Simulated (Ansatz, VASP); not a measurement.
# Pt in VASP and in Ansatz

File INCAR:

```
SYSTEM = Pt
ALGO = Normal
EDIFF = 1E-8
ENCUT = 520
GGA = PS
ISIF = 2
ISMEAR = -1
LASPH = .True.
LCHARG = .False.
LEFG = .True.
LREAL = .False.
LWAVE = .False.
NBANDS = 11
NELM = 60
PREC = Accurate
SIGMA = 0.03
```

The input KPOINTS:

```
k-points
0
Gamma
  18 18 18
  0 0 0
```

File POSCAR:

```
Pt
1.0
    0.0000000000      1.9579000000      1.9579000000
    1.9579000000      0.0000000000      1.9579000000
    1.9579000000      1.9579000000      0.0000000000
Pt
1
Direct
    0.0000000000      0.0000000000      0.0000000000
```

Input for Ansatz:

```yaml
crystal:
  lattice:
    - [0.0, 1.9579, 1.9579]
    - [1.9579, 0.0, 1.9579]
    - [1.9579, 1.9579, 0.0]
  atoms:
    - { symbol: Pt, position: [0.0, 0.0, 0.0] }
kpoints:
  mp_grid: { grid: [18, 18, 18] }
  band_path:
    path:
      - [0.0, 0.0, 0.0]
      - [0.5, 0.0, 0.5]
      - [0.625, 0.25, 0.625]
      - [0.375, 0.375, 0.75]
      - [0.0, 0.0, 0.0]
      - [0.5, 0.5, 0.5]
      - [0.5, 0.25, 0.75]
      - [0.5, 0.0, 0.5]
    npoints: 5
scf:
  occupations: { method: fermi_dirac, width: 0.03 }
hamiltonian:
  xc: pbesol
  pseudopotentials: { kind: paw }
output:
  forces: true
  stress: true
  eigenvalues: true
  efg: { contact_densities: true }
  write_density: true
  write_potential: true
  elf: true
  volumetric_format: npy
```

Alike in both runs: task electric field gradients; functional PBEsol; k mesh 18 × 18 × 18; occupations fermi-dirac, width 0.03 eV; no spin polarisation.

```csv
,VASP,Ansatz
version,VASP 6.6.1,Ansatz 0.2.0
potentials or method,"VASP PAW PBE potentials, release 64 (Pt)","PAW with Ansatz's default frozen-core files, scalar-relativistic"
plane-wave cutoff (eV),520,420
valence electrons in the cell,10,18
```

VASP gave:

```
pressure (GPa) : 0.0
```

Question: Estimate Ansatz's values.

Answer: Pressure (GPa): 0.5.

VASP's potentials were made for PBE, not for PBEsol. VASP's potentials hold 10 valence electrons a cell and Ansatz's 18, so a difference there can come from the potentials and not from the codes.

Neither program's run includes spin-orbit coupling.
